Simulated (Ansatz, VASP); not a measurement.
## Na in VASP and in Ansatz

Contents of POSCAR:

```
Na
1.0
   -2.1125000000      2.1125000000      2.1125000000
    2.1125000000     -2.1125000000      2.1125000000
    2.1125000000      2.1125000000     -2.1125000000
Na
1
Direct
    0.0000000000      0.0000000000      0.0000000000
```

INCAR.step1

```
SYSTEM = Na
  PREC = Accurate
  ENCUT = 520
  ISMEAR = 1
  SIGMA = 0.2
  LREAL = .FALSE.
  LASPH = .TRUE.
  NELM = 60
  NBANDS = 10
  GGA = PE
  ALGO = Normal
  EDIFF = 1E-4
  LWAVE = .TRUE.
  LCHARG = .FALSE.
```

Contents of INCAR.step2:

```
SYSTEM = Na
  PREC = Accurate
  ENCUT = 520
  EDIFF = 1E-6
  ISMEAR = 1
  SIGMA = 0.2
  LREAL = .FALSE.
  LASPH = .TRUE.
  NELM = 60
  ALGO = Normal
  ISIF = 2
  LWAVE = .FALSE.
  LCHARG = .TRUE.
  METAGGA = R2SCAN
  LMIXTAU = .TRUE.
  LELF = .TRUE.
  LVHAR = .TRUE.
  NBANDS = 10
  ISTART = 1
```

File KPOINTS:

```
regular mesh
0
G
  11 11 11
  0 0 0
```

Input for Ansatz:

```yaml
crystal:
  lattice:
    - [-2.1125, 2.1125, 2.1125]
    - [2.1125, -2.1125, 2.1125]
    - [2.1125, 2.1125, -2.1125]
  atoms:
    - { symbol: Na, position: [0.0, 0.0, 0.0] }
hamiltonian:
  xc: r2scan
  pseudopotentials:
    kind: paw
    azcp:
      Na: "pseudopotentials/Na.paw.azcp"
basis:
  ecutwfc: 500
  fft_grid_basis: typed
kpoints:
  mp_grid: { grid: [11, 11, 11], shift: [0, 0, 0] }
magnetization:
  spin_polarized: false
scf:
  occupations: { method: cold, width: 0.2 }
  lower_state_search: "off"
output:
  stress: true
```

Alike in both runs: task single point; functional r2SCAN; k mesh 11 × 11 × 11; no spin polarisation.

|  | VASP | Ansatz |
| --- | --- | --- |
| version | VASP 6.6.1 | Ansatz 0.2.0 |
| potentials or method | VASP PAW PBE potentials, release 64 (Na_pv), cutoff 520 eV | plane waves (500 eV) with PAW, scalar-relativistic |
| occupations | methfessel-paxton of order 1, width 0.2 eV | cold, width 0.2 eV |
| valence electrons in the cell | 7 | 9 |

```tsv
	VASP	Ansatz	Ansatz less VASP
pressure (GPa)	0.1	0.0	-0.09
```

VASP's potentials were made for PBE, not for r2SCAN. VASP's potentials hold 7 valence electrons a cell and Ansatz's 9, so a difference there can come from the potentials and not from the codes.
